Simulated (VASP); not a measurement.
Write the native input for VASP 6.6.1 that does the following.

```
Task                   : relaxation of cell and atoms
Functional             : PBE
Potentials or basis    : VASP PAW PBE potentials, release 64 (Al, B, As)
Cutoff                 : 600 eV
k mesh                 : 6 × 6 × 2
Occupations            : gaussian, width 0.1 eV
Spin                   : no spin polarisation
Dipole correction      : no
Further INCAR settings : ALGO = Normal; EDIFF = 1e-06; IBRION = 2; EDIFFG = -0.04; NSW = 90; ISIF = 3
```

The structure of Al2BAs2 lies in POSCAR:

```
Al2BAs2
1.0
    3.8967759700      0.0000000000      0.0000000000
   -1.9483879800      3.3747069800      0.0000000000
    0.0000000000      0.0000000000      7.6200460500
Al B As
2 1 2
Direct
    0.0000000000      0.0000000000      0.7055339800
    0.0000000000      0.0000000000      0.2944660200
    0.6666666700      0.3333333300      0.0000000000
    0.6666666700      0.3333333300      0.5000000000
    0.3333333300      0.6666666700      0.0000000000
```

One way to write it, as run:

INCAR

```
SYSTEM = Al2BAs2
PREC     = Accurate       ! precision mode
ENCUT    = 600            ! plane-wave cutoff, eV
EDIFF    = 1E-6           ! SCF threshold, eV
ISMEAR   = 0              ! smearing method
SIGMA    = 0.1            ! smearing width, eV
LREAL    = .False.        ! projectors in reciprocal space
LASPH    = .True.         ! aspherical terms in the spheres
NELM     = 60             ! most SCF steps
ALGO     = Normal         ! electronic algorithm
ISIF     = 3              ! what is computed and relaxed
LWAVE    = .False.        ! write WAVECAR
LCHARG   = .False.        ! write CHGCAR
GGA      = PE             ! functional
IBRION   = 2              ! ionic algorithm
NSW      = 90             ! ionic steps
EDIFFG   = -0.04          ! ionic threshold
```

KPOINTS

```
Automatic mesh
0
Gamma
  6 6 2
  0 0 0
```

Potentials or basis: VASP PAW PBE potentials, release 64 (Al, B, As).

The run is started by

```console
$ cat potpaw_PBE.64/Al/POTCAR potpaw_PBE.64/B/POTCAR potpaw_PBE.64/As/POTCAR > POTCAR
$ mpirun -np 1 vasp_std > vasp.out
```

Results of the run:

```json
{
  "Relaxed volume": "17.35 Å³/atom",
  "Relaxed cell": "a = 3.585 Å, b = 3.585 Å, c = 7.797 Å, α = 90.00°, β = 90.00°, γ = 120.00°",
  "Space group after relaxing (to 0.05 Å)": "P-6m2 (No. 187)",
  "Energy gained by relaxing": "114.2 meV/atom",
  "Ionic steps": "12",
  "Pressure after relaxing": "-0.1 GPa",
  "Largest force after relaxing": "0.020 eV/Å"
}
```

Caveat: the k points lie up to 0.40 Å⁻¹ apart in the final cell.

Run time: 96 s on 1 thread of Intel(R) Xeon(R) 6975P-C (Granite Rapids), with other jobs on the host, peak memory 0.26 GiB.
